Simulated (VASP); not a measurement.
Runs of VASP 6.6.1 on BN (sol). The structure is that of space group P6_3mc (No. 186), or close to it. The cells are those of the table. 

```csv
task,potentials or basis,cell,cutoff (eV),smearing,second run,gap on the mesh (eV),pressure (GPa)
single point,"VASP PAW PBE potentials, release 64 (B_h, N_h)","a = 2.512, b = 2.512, c = 4.161 Å, angles 90.0, 90.0, 120.0°, 4 atoms",910,gaussian 0.02 eV,hard_potentials,4.87,13.4
single point,"VASP PAW PBE potentials, release 64 (B, N)","a = 2.542, b = 2.542, c = 4.161 Å, angles 90.0, 90.0, 120.0°, 4 atoms",520,gaussian 0.01 eV,-,4.98,4.4
single point,"VASP PAW PBE potentials, release 64 (B, N)","a = 2.512, b = 2.512, c = 4.161 Å, angles 90.0, 90.0, 120.0°, 4 atoms",520,gaussian 0.02 eV,-,4.86,(b)
relaxation of the atoms,"VASP PAW PBE potentials, release 64 (B, N)","atoms relaxed from a = 2.542, b = 2.542, c = 4.161 Å, angles 90.0, 90.0, 120.0°, 4 atoms",520,gaussian 0.02 eV,-,4.98,4.4
single point,"VASP PAW PBE potentials, release 64 (B, N)","a = 2.542, b = 2.542, c = 4.161 Å, angles 90.0, 90.0, 120.0°, 4 atoms",520,gaussian 0.02 eV,-,4.98,4.4
relaxation of the atoms,"VASP PAW PBE potentials, release 64 (B, N)","atoms relaxed from a = 2.547, b = 2.547, c = 4.161 Å, angles 90.0, 90.0, 120.0°, 4 atoms",520,gaussian 0.02 eV,-,(a),2.9
```

Alike in all rows: level PBEsol; no spin polarisation; k mesh 9 × 9 × 6.

Task: Estimate the missing entries.

Result: (a) 5.00; (b) 14.4.

Caveats: the PAW data sets were made with another functional, which shifts forces and pressure a little; the cutoff is under 1.25 times the usual one of these potentials, so pressure, stress and relaxed cells hold a basis-set (Pulay) error (some runs); the relaxation stopped at its first step, so nothing moved (some runs).

A k mesh can miss the band edges.
